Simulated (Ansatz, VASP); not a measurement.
## MgO: VASP beside Ansatz

File INCAR:

```
SYSTEM = MgO
PREC = Accurate
ENCUT = 840
EDIFF = 1E-6
ISMEAR = 0
SIGMA = 0.05
LREAL = .False.
LASPH = .True.
NELM = 120
ALGO = Normal
ISIF = 2
LWAVE = .False.
LCHARG = .True.
LELF = .True.
LVHAR = .True.
NBANDS = 42
GGA_COMPAT = .False.
```

The input KPOINTS:

```
Automatic mesh
0
Gamma
  6 6 6
  0 0 0
```

POSCAR

```
MgO
1.0
    4.1607146133      0.0000000000      0.0000000000
    0.0000000000     -4.1607146133      0.0000000000
    0.0000000000      0.0000000000     -4.1607146133
Mg O
4 4
Direct
   -0.0883731667      1.0883731667      1.0249957062
    0.5000000000      0.5000000000      1.0000000000
    0.5000000000      1.0000000000      0.5000000000
    0.0000000000      0.5000000000      0.5000000000
    0.5000000000      0.0000000000      0.0000000000
    0.0000000000      0.5000000000      0.0000000000
    0.0000000000      0.0000000000      0.5000000000
    0.5000000000      0.5000000000      0.5000000000
```

Input for Ansatz:

```yaml
crystal:
  lattice:
    - [4.1607146133, 0.0, 0.0]
    - [0.0, -4.1607146133, 0.0]
    - [0.0, 0.0, -4.1607146133]
  atoms:
    - { symbol: Mg, position: [-0.0883731667, 1.0883731667, 1.0249957062] }
    - { symbol: Mg, position: [0.5, 0.5, 1.0] }
    - { symbol: Mg, position: [0.5, 1.0, 0.5] }
    - { symbol: Mg, position: [0.0, 0.5, 0.5] }
    - { symbol: O, position: [0.5, 0.0, 0.0] }
    - { symbol: O, position: [0.0, 0.5, 0.0] }
    - { symbol: O, position: [0.0, 0.0, 0.5] }
    - { symbol: O, position: [0.5, 0.5, 0.5] }
basis:
  ecutwfc: 420
kpoints:
  mp_grid: { grid: [6, 6, 6] }
hamiltonian:
  xc: lda
  pseudopotentials: { kind: paw, azcp: { folder: soft_1 } }
scf:
  occupations: { method: gaussian, width: 0.05 }
output:
  forces: true
  stress: true
  eigenvalues: true
  write_density: true
  write_potential: true
  elf: true
  volumetric_format: npy
```

Alike in both runs: task single point; functional LDA; k mesh 6 × 6 × 6; occupations gaussian, width 0.05 eV; no spin polarisation.

|  | VASP | Ansatz |
| --- | --- | --- |
| version | VASP 6.6.1 | Ansatz 0.2.0 |
| potentials or method | VASP PAW LDA potentials, release 64 (Mg_sv, O), cutoff 840 eV | scalar-relativistic, plane waves, PAW |
| valence electrons in the cell | 64 | 64 |

VASP gave:

| Property | Result |
| --- | --- |
| gap on the k mesh at the Fermi level (eV) | 4.94 |
| least direct gap on the mesh (eV) | 4.94 |
| pressure (GPa) | 9.7 |
| traceless stress, the component that is largest in VASP (GPa) | -7.88 |
| rms of the force components (eV/Å) | 1.693 |

Problem. What did Ansatz give for the same quantities?

Solution. gap on the k mesh at the Fermi level (eV): 4.94; least direct gap on the mesh (eV): 4.94; pressure (GPa): 9.0; traceless stress, the component that is largest in VASP (GPa): -7.65; rms of the force components (eV/Å): 1.649.

Ansatz warns that its potentials were made for another functional, while VASP's fit it. LDA's correlation is that of Perdew and Zunger in VASP and of Perdew and Wang (1992) in Ansatz. Atom by atom the forces differ by 0.049 eV/Å (rms over components).
